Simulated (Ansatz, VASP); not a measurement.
## InSe: VASP beside Ansatz

```
In Se
1.0
     1.97297    1.13909    8.32593
    -1.97297    1.13909    8.32593
     0.00000   -2.27819    8.32593
In Se
2 2
Direct
  0.88860 0.88860 0.88860
  0.00000 0.00000 0.00000
  0.17190 0.17190 0.17190
  0.38350 0.38350 0.38350
```

Alike in both runs: task single point; functional LDA; k mesh 8 × 8 × 8; occupations fermi-dirac, width 0.05 eV; no spin polarisation.

|  | VASP | Ansatz |
| --- | --- | --- |
| version | VASP 6.6.1 | Ansatz 0.2.0 |
| potentials or method | VASP PAW LDA potentials, release 64 (In_d, Se) | Ansatz PAW |
| plane-wave cutoff (eV) | 520 | 420 |
| valence electrons in the cell | 38 | 58 |

|  | VASP | Ansatz | Ansatz less VASP |
| --- | --- | --- | --- |
| gap on the k mesh at the Fermi level (eV) | 0.34 | 0.32 | -0.013 |
| least direct gap on the mesh (eV) | 0.34 | 0.32 | -0.013 |
| pressure (GPa) | 0.8 | 0.7 | -0.14 |
| traceless stress, the component that is largest in VASP (GPa) | -1.00 | -1.01 | -0.008 |
| rms of the force components (eV/Å) | 0.205 | 0.193 | -0.0121 |

LDA's correlation is that of Perdew and Zunger in VASP and of Perdew and Wang (1992) in Ansatz. Atom by atom the forces differ by 0.014 eV/Å (rms over components). VASP's potentials hold 38 valence electrons a cell and Ansatz's 58, so a difference there can come from the potentials and not from the codes.
